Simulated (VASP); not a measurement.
Input of a VASP 6.6.1 run:

INCAR

```
ALGO     = Normal         # electronic algorithm
EDIFF    = 1E-7           # SCF threshold, eV
ENCUT    = 520            # plane-wave cutoff, eV
GGA      = PE             # functional
ISIF     = 2              # what is computed and relaxed
ISMEAR   = 0              # smearing method
ISPIN    = 2              # spin polarisation
LASPH    = True           # aspherical terms in the spheres
LCHARG   = False          # write CHGCAR
LMAXMIX  = 4              # l up to which the mixer works
LORBIT   = 11             # projections on sites
LREAL    = False          # projectors in reciprocal space
LWAVE    = False          # write WAVECAR
MAGMOM   = 2 0 0 0 0 0 0 0 0 0 # initial moments
NBANDS   = 44             # bands
NELM     = 150            # most SCF steps
PREC     = Accurate       # precision mode
SIGMA    = 0.1            # smearing width, eV
```

The input KPOINTS:

```
k-points
0
Gamma
  4 4 4
```

Contents of POSCAR:

```
VPdC4N4
1.0
    5.8536852221      0.0000000000      0.0000000000
    0.0000000000      5.8536852221      0.0000000000
    0.0000000000      0.0000000000      5.8536852221
V Pd C N
1 1 4 4
Direct
    0.5000000000      0.5000000000      0.5000000000
    0.0000000000      0.0000000000      0.0000000000
    0.1968929719      0.1968929719      0.1968929719
    0.1968929719      0.8031070281      0.8031070281
    0.8031070281      0.1968929719      0.8031070281
    0.8031070281      0.8031070281      0.1968929719
    0.3145707209      0.3145707209      0.3145707209
    0.3145707209      0.6854292791      0.6854292791
    0.6854292791      0.3145707209      0.6854292791
    0.6854292791      0.6854292791      0.3145707209
```

Potentials or basis: VASP PAW PBE potentials, release 64 (V_sv, Pd, C, N).

The run is started by

```bash
$ cat potpaw_PBE.64/V_sv/POTCAR potpaw_PBE.64/Pd/POTCAR potpaw_PBE.64/C/POTCAR potpaw_PBE.64/N/POTCAR > POTCAR
$ mpirun -np 1 vasp_std > vasp.out
```

Task: Predict the pressure.

Result: 0.1 GPa.

Task: Estimate the band gap on the k mesh.

Result: Zero (filled and empty bands overlap).

Task: Estimate the largest force.

Result: 0.246 eV/Å.

Forces in eV/Å, atoms in the order of the input:
```
V    0.000  0.000  0.000
Pd   0.000  0.000  0.000
C   -0.142 -0.142 -0.142
C   -0.142  0.142  0.142
C    0.142 -0.142  0.142
C    0.142  0.142 -0.142
N    0.142  0.142  0.142
N    0.142 -0.142 -0.142
N   -0.142  0.142 -0.142
N   -0.142 -0.142  0.142
```

With open d or f shells a metallic result of PBE can be an artefact of self-interaction; +U or a hybrid may open a gap.
